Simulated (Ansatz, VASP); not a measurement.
## H in VASP and in Ansatz

POSCAR

```
H
1.0
    1.6485318600     -2.7316882300      0.0000000000
    1.6485318600      2.7316882300      0.0000000000
    0.0000000000      0.0000000000      6.3137686200
H
4
Direct
    0.5678085000      0.4321915000      0.9995149500
    0.4321915000      0.5678085000      0.0004850500
    0.4321915000      0.5678085000      0.4995149500
    0.5678085000      0.4321915000      0.5004850500
```

Contents of INCAR.step1:

```
ALGO     = Normal         # electronic algorithm
EDIFF    = 1E-4           # SCF threshold, eV
ENCUT    = 520            # plane-wave cutoff, eV
GGA      = PE             # functional
ISMEAR   = 0              # smearing method
LASPH    = True           # aspherical terms in the spheres
LCHARG   = False          # write CHGCAR
LREAL    = False          # projectors in reciprocal space
LWAVE    = True           # write WAVECAR
NBANDS   = 10             # bands
NELM     = 60             # most SCF steps
PREC     = Accurate       # precision mode
SIGMA    = 0.05           # smearing width, eV
```

File INCAR.step2:

```
ALGO     = Normal         # electronic algorithm
EDIFF    = 1E-6           # SCF threshold, eV
ENCUT    = 520            # plane-wave cutoff, eV
ISIF     = 2              # what is computed and relaxed
ISMEAR   = 0              # smearing method
ISTART   = 1            
LASPH    = True           # aspherical terms in the spheres
LCHARG   = False          # write CHGCAR
LMIXTAU  = True         
LREAL    = False          # projectors in reciprocal space
LWAVE    = False          # write WAVECAR
METAGGA  = R2SCAN         # meta-GGA
NBANDS   = 10             # bands
NELM     = 60             # most SCF steps
PREC     = Accurate       # precision mode
SIGMA    = 0.05           # smearing width, eV
```

File KPOINTS:

```
k-points
0
Gamma
  10 10 6
```

Input for Ansatz:

```yaml
crystal:
  lattice:
    - [1.64853186, -2.73168823, 0.0]
    - [1.64853186, 2.73168823, 0.0]
    - [0.0, 0.0, 6.31376862]
  atoms:
    - { symbol: H, position: [0.5678085, 0.4321915, 0.99951495] }
    - { symbol: H, position: [0.4321915, 0.5678085, 0.00048505] }
    - { symbol: H, position: [0.4321915, 0.5678085, 0.49951495] }
    - { symbol: H, position: [0.5678085, 0.4321915, 0.50048505] }
basis:
  ecutwfc: 500
kpoints:
  mp_grid: { grid: [10, 10, 6] }
hamiltonian:
  xc: r2scan
scf:
  occupations: { method: gaussian, width: 0.05 }
output:
  forces: true
  stress: true
  eigenvalues: true
  write_density: true
  write_potential: true
  elf: true
  volumetric_format: npy
```

Alike in both runs: task single point; functional r2SCAN; k mesh 10 × 10 × 6; occupations gaussian, width 0.05 eV; no spin polarisation.

|  | VASP | Ansatz |
| --- | --- | --- |
| version | VASP 6.6.1 | Ansatz 0.2.0 |
| potentials or method | VASP PAW PBE potentials, release 64 (H), cutoff 520 eV | scalar-relativistic, plane waves, PAW |
| valence electrons in the cell | 4 | 4 |

```csv
,VASP,Ansatz,Ansatz less VASP
gap on the k mesh at the Fermi level (eV),9.08,9.07,-0.017
least direct gap on the mesh (eV),9.09,9.08,-0.017
pressure (GPa),0.1,0.2,+0.17
rms of the force components (eV/Å),0.006,0.003,-0.0028
```

VASP's potentials were made for PBE, not for r2SCAN. Atom by atom the forces differ by 0.003 eV/Å (rms over components).
